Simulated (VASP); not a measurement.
Mg:

```xyz
2
Lattice="3.2093 0.0000 0.0000 -1.6046 2.7793 0.0000 0.0000 0.0000 5.2103" Properties=species:S:1:pos:R:3 pbc="T T T"
Mg    0.0000    1.8529    1.3026
Mg    1.6047    0.9264    3.9077
```

```yaml
Program: VASP 6.6.1
Task: relaxation of cell and atoms
Functional: PBEsol
Potentials_or_basis: VASP PAW PBE potentials, release 64 (Mg)
Cutoff: 600 eV
k_mesh: 9 × 9 × 5
Occupations: methfessel-paxton, width 0.02 eV
Spin: no spin polarisation
```

At the start: pressure -1.2 GPa; volume 23.24 Å³/atom.

Q: Where does the relaxation end?

A: Over 3 steps the energy falls by 3.2 meV/atom and the volume is 22.45 Å³/atom (-3.4 %); space group P6_3/mmc (No. 194, to 0.1 Å) before and after.

The path:
| step | energy change (eV) | largest force (eV/Å) | pressure (GPa) | volume (Å³) |
| --- | --- | --- | --- | --- |
| 1 | 0.0000 | 0.0000 | -1.24 | 46.47 |
| 2 | -0.0060 | 0.0000 | -0.32 | 45.28 |
| 3 | -0.0064 | 0.0000 | 0.00 | 44.91 |

Final structure:
```
Mg
1.0
     3.16910    0.00000    0.00000
    -1.58455    2.74452    0.00000
     0.00000    0.00000    5.16318
Mg
2
Direct
  0.33333 0.66667 0.25000
  0.66667 0.33333 0.75000
```

Caveat: the PAW data sets were made with another functional, which shifts forces and pressure a little.
